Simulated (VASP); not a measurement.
TiB:

```
CELL_PARAMETERS angstrom
0.00000 2.31500 2.31500
2.31500 0.00000 2.31500
2.31500 2.31500 0.00000
ATOMIC_POSITIONS crystal
Ti 0.00000 0.00000 0.00000
B 0.50000 0.50000 0.50000
```

* Program: VASP 6.6.1
* Task: relaxation of cell and atoms
* Functional: PBE
* Potentials or basis: VASP PAW PBE potentials, release 64 (Ti_sv, B)
* Cutoff: 500 eV
* k mesh: 8 × 8 × 8
* Occupations: fermi-dirac, width 0.05 eV
* Spin: no spin polarisation

At the start: pressure -9.9 GPa; volume 12.41 Å³/atom.

**Question.** Where does the relaxation end?

**Answer.** Over 3 steps the energy falls by 25.1 meV/atom and the volume is 11.64 Å³/atom (-6.2 %); space group Fm-3m (No. 225, to 0.05 Å).

The path:
| step | energy change (eV) | largest force (eV/Å) | pressure (GPa) | volume (Å³) |
| --- | --- | --- | --- | --- |
| 1 | 0.0000 | 0.0000 | -9.86 | 24.81 |
| 2 | -0.0201 | 0.0000 | 9.17 | 22.17 |
| 3 | -0.0502 | 0.0000 | -0.06 | 23.27 |

Final structure:
```
Ti B
1.0
     0.00000    2.26607    2.26607
     2.26607    0.00000    2.26607
     2.26607    2.26607    0.00000
Ti B
1 1
Direct
  0.00000 0.00000 0.00000
  0.50000 0.50000 0.50000
```
